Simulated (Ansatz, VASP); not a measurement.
**WC: VASP beside Ansatz**

INCAR

```
  ALGO = Normal
  EDIFF = 1E-6
  ENCUT = 520
  GGA = PE
  ISIF = 2
  ISMEAR = 0
  LASPH = True
  LCHARG = False
  LREAL = False
  LWAVE = False
  NBANDS = 36
  NELM = 100
  PREC = Accurate
  SIGMA = 0.15
```

The input KPOINTS:

```
k-points
0
Gamma
  23 23 7
```

File POSCAR:

```
WC
1.0
   -1.4608858258     -2.5303284743      0.0000000000
    1.4608858258     -2.5303284743      0.0000000000
    0.0000000000      0.0000000000     10.5412276451
W C
3 3
Direct
    0.0000000000      0.0000000000      0.2025536901
    0.0000000000      0.0000000000      0.4726432828
    0.0000000000      0.0000000000      0.7427328756
    0.3333333333      0.3333333333      0.0675088937
    0.3333333333      0.3333333333      0.3375984865
    0.3333333333      0.3333333333      0.6076880792
```

Input for Ansatz:

```yaml
crystal:
  lattice:
    - [-1.4608858258, -2.5303284743, 0.0]
    - [1.4608858258, -2.5303284743, 0.0]
    - [0.0, 0.0, 10.5412276451]
  atoms:
    - { symbol: W, position: [0.0, 0.0, 0.2025536901] }
    - { symbol: W, position: [0.0, 0.0, 0.4726432828] }
    - { symbol: W, position: [0.0, 0.0, 0.7427328756] }
    - { symbol: C, position: [0.3333333333, 0.3333333333, 0.0675088937] }
    - { symbol: C, position: [0.3333333333, 0.3333333333, 0.3375984865] }
    - { symbol: C, position: [0.3333333333, 0.3333333333, 0.6076880792] }
basis:
  ecutwfc: 420
kpoints:
  mp_grid: { grid: [23, 23, 7] }
hamiltonian:
  xc: pbe
scf:
  occupations: { method: gaussian, width: 0.15 }
output:
  forces: true
  stress: true
  eigenvalues: true
  write_density: true
  write_potential: true
  elf: true
  volumetric_format: npy
```

Alike in both runs: task single point; functional PBE; k mesh 23 × 23 × 7; occupations gaussian, width 0.15 eV; no spin polarisation.

```csv
,VASP,Ansatz
version,VASP 6.6.1,Ansatz 0.2.0
potentials or method,"VASP PAW PBE potentials, release 64 (W_sv, C), cutoff 520 eV","scalar-relativistic, plane waves, PAW"
valence electrons in the cell,54,54
```

```csv
,VASP,Ansatz,Ansatz less VASP
gap on the k mesh at the Fermi level (eV),none,none,-
pressure (GPa),-9.3,-10.0,-0.69
"traceless stress, the component that is largest in VASP (GPa)",-8.50,-8.55,-0.059
rms of the force components (eV/Å),1.560,1.564,+0.0041
```

Atom by atom the forces differ by 0.016 eV/Å (rms over components). A gap of «none» marks a metal or a gap that the smearing closes. The functional is the same, so the differences come from potentials, cutoffs and numerics.

Neither program's run includes spin-orbit coupling.
